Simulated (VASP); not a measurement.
# Ir4Pt in VASP: single point with LDA

Aim: the single point of Ir4Pt with LDA.

Program: VASP 6.6.1. These are calculated values, not measurements. Logs are shortened: lines on timing, memory, paths and dates and some standing lists are left out, and cuts for length are marked.

## Step 1: The cell of the first run

The cell holds a slab with vacuum, 5 atoms: a = 2.695 Å, b = 2.695 Å, c = 24.803 Å, α = 90.00°, β = 90.00°, γ = 120.00°.

## Step 2: Single point, LDA

Contents of INCAR:

```
SYSTEM = Ir4Pt
  ALGO = Normal
  DIPOL = 0.5 0.5 0.500
  EDIFF = 1E-6
  ENCUT = 520
  IDIPOL = 3
  ISIF = 2
  ISMEAR = -1
  LASPH = .True.
  LCHARG = .False.
  LDIPOL = .True.
  LREAL = .False.
  LWAVE = .False.
  NBANDS = 31
  NELM = 100
  PREC = Accurate
  SIGMA = 0.08
```

Contents of KPOINTS:

```
k-points
0
Gamma
  15 15 1
  0 0 0
```

Contents of POSCAR:

```
Ir4Pt
1.0
    2.6954010160      0.0000000000      0.0000000000
   -1.3477005080      2.3342857532      0.0000000000
    0.0000000000      0.0000000000     24.8031000000
Pt Ir
1 4
Direct
    0.8333333333      0.1666666667      0.3246532189
    0.1666666667      0.8333333333      0.4114604757
    0.5000000000      0.5000000000      0.4999999993
    0.8333333333      0.1666666667      0.5885395247
    0.1666666667      0.8333333333      0.6753467814
```

Potentials or basis: VASP PAW LDA potentials, release 64 (Pt, Ir).

On the command line:

```
$ cat potpaw_LDA.64/Pt/POTCAR potpaw_LDA.64/Ir/POTCAR > POTCAR
$ mpirun -np 1 vasp_std > vasp.out
```

OUTCAR:

```text
SYSTEM = Ir4Pt
   EDIFF = 1E-6
   ENCUT = 520
   ISIF = 2
   ISMEAR = -1
   LASPH = .True.
   LREAL = .False.
   NELM = 100
   PREC = Accurate

 ion  position               nearest neighbor table
   1  0.833  0.167  0.325-   2 2.66   2 2.66   2 2.66
   2  0.167  0.833  0.411-   1 2.66   1 2.66   1 2.66   3 2.69   3 2.69   3 2.69
   3  0.500  0.500  0.500-   2 2.69   2 2.69   2 2.69   4 2.69   4 2.69   4 2.69
   4  0.833  0.167  0.589-   5 2.66   5 2.66   5 2.66   3 2.69   3 2.69   3 2.69
   5  0.167  0.833  0.675-   4 2.66   4 2.66   4 2.66

  LATTYP: Found a hexagonal cell.
 ALAT       =     2.6954010160
 C/A-ratio  =     9.2020073647

  Lattice vectors:

 A1 = (   2.6954010160,   0.0000000000,   0.0000000000)
 A2 = (  -1.3477005080,   2.3342857532,   0.0000000000)
 A3 = (   0.0000000000,   0.0000000000,  24.8031000000)

Analysis of symmetry for initial positions (statically):
=====================================================================
 Subroutine PRICEL returns:
 Original cell was already a primitive cell.

 Routine SETGRP: Setting up the symmetry group for a
 hexagonal supercell.

 Subroutine GETGRP returns: Found  6 space group operations
 (whereof  2 operations were pure point group operations)
 out of a pool of 24 trial point group operations.

The static configuration has the point symmetry C_1h.
 The point group associated with its full space group is C_3v.

Analysis of symmetry for dynamics (positions and initial velocities):
=====================================================================
 Subroutine PRICEL returns:
 Original cell was already a primitive cell.

 Routine SETGRP: Setting up the symmetry group for a
 hexagonal supercell.

 Subroutine GETGRP returns: Found  6 space group operations
 (whereof  2 operations were pure point group operations)
 out of a pool of 24 trial point group operations.

The dynamic configuration has the point symmetry C_1h.
 The point group associated with its full space group is C_3v.

 Subroutine INISYM returns: Found  6 space group operations
 (whereof  2 operations are pure point group operations),
 and found     1 'primitive' translations

----------------------------------------------------------------------------------------

                                     Primitive cell

  volume of cell :     156.0570

  direct lattice vectors                    reciprocal lattice vectors
     2.695401016  0.000000000  0.000000000     0.371002309  0.214198283  0.000000000
    -1.347700508  2.334285753  0.000000000     0.000000000  0.428396566  0.000000000
     0.000000000  0.000000000 24.803100000     0.000000000  0.000000000  0.040317541

  length of vectors
     2.695401016  2.695401016 24.803100000     0.428396566  0.428396566  0.040317541

  position of ions in fractional coordinates (direct lattice)
     0.833333333  0.166666667  0.324653219
     0.166666667  0.833333333  0.411460476
     0.500000000  0.500000000  0.499999999
     0.833333333  0.166666667  0.588539525
     0.166666667  0.833333333  0.675346781

  ion indices of the primitive-cell ions
   primitive index   ion index
                 1           1
                 2           2
                 3           3
                 4           4
                 5           5

----------------------------------------------------------------------------------------

 KPOINTS: k-points

Automatic generation of k-mesh.
 Grid dimensions read from file:
 generate k-points for:   15   15    1

 Generating k-lattice:

  Cartesian coordinates                     Fractional coordinates (reciprocal lattice)
     0.024733487  0.014279886  0.000000000     0.066666667 -0.000000000  0.000000000
     0.000000000  0.028559771  0.000000000     0.000000000  0.066666667  0.000000000
     0.000000000  0.000000000  0.040317541     0.000000000  0.000000000  1.000000000

  Length of vectors
     0.028559771  0.028559771  0.040317541

  Shift w.r.t. Gamma in fractional coordinates (k-lattice)
     0.000000000  0.000000000  0.000000000

 Subroutine IBZKPT returns following result:
 ===========================================

 Found     27 irreducible k-points:

 Following reciprocal coordinates:
            Coordinates               Weight
  0.000000  0.000000  0.000000      1.000000
  0.066667 -0.000000  0.000000      6.000000
  0.133333  0.000000  0.000000      6.000000
  0.200000  0.000000  0.000000      6.000000
  0.266667  0.000000  0.000000      6.000000
  0.333333 -0.000000  0.000000      6.000000
[... 16 lines left out ...]
  0.333333  0.200000  0.000000     12.000000
  0.400000  0.200000  0.000000      6.000000
 [... further k-points ...]
   k-points           NKPTS =     27   k-points in BZ     NKDIM =     27   number of bands    NBANDS=     31
   number of dos      NEDOS =    301   number of ions     NIONS =      5
   total plane-waves  NPLWV =  76800
   dimension x,y,z NGX =    20 NGY =   20 NGZ =  192
   dimension x,y,z NGXF=    40 NGYF=   40 NGZF=  384
   ions per type =               1   4
   NGX,Y,Z   is equivalent  to a cutoff of  12.34, 12.34, 12.87 a.u.
   NGXF,Y,Z  is equivalent  to a cutoff of  24.67, 24.67, 25.74 a.u.
 SYSTEM =  Ir4Pt
   PREC   = accura    normal or accurate (medium, high low for compatibility)
   ISTART =      0    job   : 0-new  1-cont  2-samecut
   ICHARG =      2    charge: 1-file 2-atom 10-const
   ISPIN  =      1    spin polarized calculation?
   LNONCOLLINEAR =      F non collinear calculations
   LSORBIT =      F    spin-orbit coupling
   LASPH  =      T    aspherical Exc in radial PAW
   ENCUT  =  520.0 eV  38.22 Ry    6.18 a.u.   5.01  5.01 46.12*2*pi/ulx,y,z
   NELM   =    100;   NELMIN=  2; NELMDL= -5     # of ELM steps
   EDIFF  = 0.1E-05   stopping-criterion for ELM
   LREAL  =      F    real-space projection
   EDIFFG = 0.1E-04   stopping-criterion for IOM
   NSW    =      0    number of steps for IOM
   IBRION =     -1    ionic relax: 0-MD 1-quasi-New 2-CG
   NFREE  =      0    steps in history (QN), initial steepest desc. (CG)
   ISIF   =      2    stress and relaxation
   ISYM   =      2    0-nonsym 1-usesym 2-fastsym
   POTIM  = 0.5000    time-step for ionic-motion
   TEBEG  =    0.0;   TEEND  =   0.0 temperature during run
   PSTRESS=    0.0 pullay stress
   NELECT =      46.0000    total number of electrons
   NUPDOWN=      -1.0000    fix difference up-down
   EMIN   =  10.00;   EMAX   =-10.00  energy-range for DOS
   EFERMI =   0.00;   METHOD = LEGACY
   ISMEAR =    -1;   SIGMA  =   0.08  broadening in eV -4-tet -1-fermi 0-gaus
   EFERMI_NEDOS =   21; number of points for ismear=-14 and -15
   IALGO  =     38    algorithm
   IMIX   =      4    mixing-type and parameters
     AMIX     =   0.40;   BMIX     =  1.00
     AMIX_MAG =   1.60;   BMIX_MAG =  1.00
  volume/ion in A,a.u.               =      31.21       210.62
  Fermi-wavevector in a.u.,A,eV,Ry     =   1.089514  2.058884 16.150683  1.187042
  Thomas-Fermi vector in A             =   2.225719
   LORBIT       =      0    0 simple, 1 ext, 2 COOP (PROOUT), +10 PAW based schemes
   GGA     = CA    functional components
   LHFCALC =     F    Hartree Fock is set to
   AEXX    =    0.0000 exact exchange contribution
   IVDW    =     0    specifies the selected vdW correction
   LEPSILON=     F    determine dielectric tensor
   LRPA    =     F    only Hartree local field effects (RPA)
 non-spin polarized calculation
  energy-cutoff  :      520.00
  volume of cell :      156.06
 maximum number of plane-waves:      4257
 NGX is ok and might be reduce to    20
   NGX =  9   NGY =  9   NGZ = 93

 dipolmoment           0.000000      0.000000      0.000616 electrons x Angstroem

 number of electron      46.0000000 magnetization

 dipolmoment           0.000000      0.000000     -0.001068 electrons x Angstroem

 Free energy of the ion-electron system (eV)
  ---------------------------------------------------
  ext. energy  EPLUGINS =         0.00000000
  ---------------------------------------------------
  free energy    TOTEN  =       -46.96924714 eV

  energy without entropy =      -46.86307344  energy(sigma->0) =      -46.91616029

 E-fermi :   1.6542     XC(G=0):  -7.0867

 val. band max:        1.6444832827   @ k =   0.3333   0.3333   0.0000
 cond. band min:       1.6743918729   @ k =   0.3333  -0.0000   0.0000
 fundamental gap:      0.0299085902
 Fermi energy:         1.6541651882

 k-point     1 :       0.0000    0.0000    0.0000
  band No.  band energies     occupation
      1      -9.3247      2.00000
      2      -8.2727      2.00000
      3      -7.0741      2.00000
      4      -6.5110      2.00000
      5      -6.4001      2.00000
      6      -2.7019      2.00000
[... 23 lines left out ...]
     30       2.4329      0.00012
     31       2.4329      0.00012

 k-point     2 :       0.0667   -0.0000    0.0000
  band No.  band energies     occupation
      1      -9.1477      2.00000
      2      -8.1017      2.00000
      3      -6.8989      2.00000
      4      -6.3415      2.00000
      5      -6.2235      2.00000
      6      -2.8991      2.00000
[... 23 lines left out ...]
     30       2.5018      0.00005
     31       3.4022      0.00000

 k-point     3 :       0.1333    0.0000    0.0000
  band No.  band energies     occupation
      1      -8.6420      2.00000
      2      -7.6238      2.00000
      3      -6.4198      2.00000
      4      -5.8775      2.00000
      5      -5.7379      2.00000
      6      -3.3852      2.00000
[... 23 lines left out ...]
     30       3.5384      0.00000
     31       4.7353      0.00000

 k-point     4 :       0.2000    0.0000    0.0000
  band No.  band energies     occupation
      1      -7.8942      2.00000
      2      -6.9639      2.00000
      3      -5.8433      2.00000
      4      -5.3195      2.00000
      5      -5.1009      2.00000
      6      -3.9709      2.00000
[... 23 lines left out ...]
     30       4.5404      0.00000
     31       6.0397      0.00000

 k-point     5 :       0.2667    0.0000    0.0000
  band No.  band energies     occupation
      1      -7.0909      2.00000
      2      -6.3650      2.00000
      3      -5.6065      2.00000
      4      -5.0991      2.00000
      5      -4.7442      2.00000
      6      -4.4817      2.00000
[... 23 lines left out ...]
     30       5.4186      0.00000
     31       7.1973      0.00000
[... 542 lines left out ...]
     30       6.7115      0.00000
     31       8.9347      0.00000

 k-point    22 :       0.2667    0.2000    0.0000
  band No.  band energies     occupation
      1      -5.4967      2.00000
      2      -5.3885      2.00000
      3      -4.9841      2.00000
      4      -4.8159      2.00000
      5      -4.5105      2.00000
      6      -4.1575      2.00000
[... 23 lines left out ...]
     30       7.8353      0.00000
     31       9.8110      0.00000

 k-point    23 :       0.3333    0.2000    0.0000
  band No.  band energies     occupation
      1      -5.5006      2.00000
      2      -5.4366      2.00000
      3      -4.8986      2.00000
      4      -4.7284      2.00000
      5      -4.7035      2.00000
      6      -4.2766      2.00000
[... 23 lines left out ...]
     30       8.2030      0.00000
     31       8.8944      0.00000

 k-point    24 :       0.4000    0.2000    0.0000
  band No.  band energies     occupation
      1      -5.5642      2.00000
      2      -5.4270      2.00000
      3      -4.8759      2.00000
      4      -4.8134      2.00000
      5      -4.6631      2.00000
      6      -4.3019      2.00000
[... 23 lines left out ...]
     30       7.7755      0.00000
     31       8.4439      0.00000

 [... further k-points ...]

------------------------ aborting loop because EDIFF is reached ----------------------------------------

 vacuum level on the upper side and lower side of the slab       (xc-potential included)        -0.024         0.006

  FORCE on cell =-STRESS in cart. coord.  units (eV):
  Direction    XX          YY          ZZ          XY          YZ          ZX
  --------------------------------------------------------------------------------------
  -------------------------------------------------------------------------------------
  Total       -1.4910332     -1.4910332      2.4457913     -0.0000000     -0.0000000      0.0000000
  in kB      -15.3078620    -15.3078620     25.1099939     -0.0000000     -0.0000000      0.0000000
  external PRESSURE =      -1.8352434 kB  Pullay stress =       0.0000000 kB

 VOLUME and BASIS-vectors are now :
 -----------------------------------------------------------------------------
  energy-cutoff  :      520.00
  volume of cell :      156.06
      direct lattice vectors                 reciprocal lattice vectors
     2.695401016  0.000000000  0.000000000     0.371002309  0.214198283  0.000000000
    -1.347700508  2.334285753  0.000000000     0.000000000  0.428396566  0.000000000
     0.000000000  0.000000000 24.803100000     0.000000000  0.000000000  0.040317541

 POSITION                                       TOTAL-FORCE (eV/Angst)
 -----------------------------------------------------------------------------------
      2.02155      0.38905      8.05241        -0.000000      0.000000     -1.163765
     -0.67385      1.94524     10.20550         0.000000      0.000000      1.352113
      0.67385      1.16714     12.40155         0.000000     -0.000000     -0.259504
      2.02155      0.38905     14.59760         0.000000     -0.000000     -0.059551
     -0.67385      1.94524     16.75069         0.000000     -0.000000      0.130707
 -----------------------------------------------------------------------------------
    total drift:                                0.000000     -0.000000      0.001477

  FREE ENERGIE OF THE ION-ELECTRON SYSTEM (eV)
  ---------------------------------------------------
  free  energy   TOTEN  =       -46.9692471358 eV

  energy  without entropy=      -46.8630734422  energy(sigma->0) =      -46.91616029

 vacuum level on the upper side and lower side of the slab         7.501         7.528
```

Wall time 3.8 min (1 thread of Intel Xeon 6975P-C (Granite Rapids), shared host); peak memory 0.29 GiB.

Results:

- Free energy: -46.9692 eV
- Largest force: 1.352 eV/Å
- Band gap on the k mesh: zero (bands 23 and 24 overlap by 2.15 eV)

Forces on the atoms (eV/Å):
```
Pt   0.000  0.000 -1.164
Ir   0.000  0.000  1.352
Ir   0.000  0.000 -0.260
Ir   0.000  0.000 -0.060
Ir   0.000  0.000  0.131
```

Caveat: spin-orbit coupling is left out, which moves the levels of the heavy elements.

The gap in the log of VASP goes by the Fermi energy; the results here count the filled bands.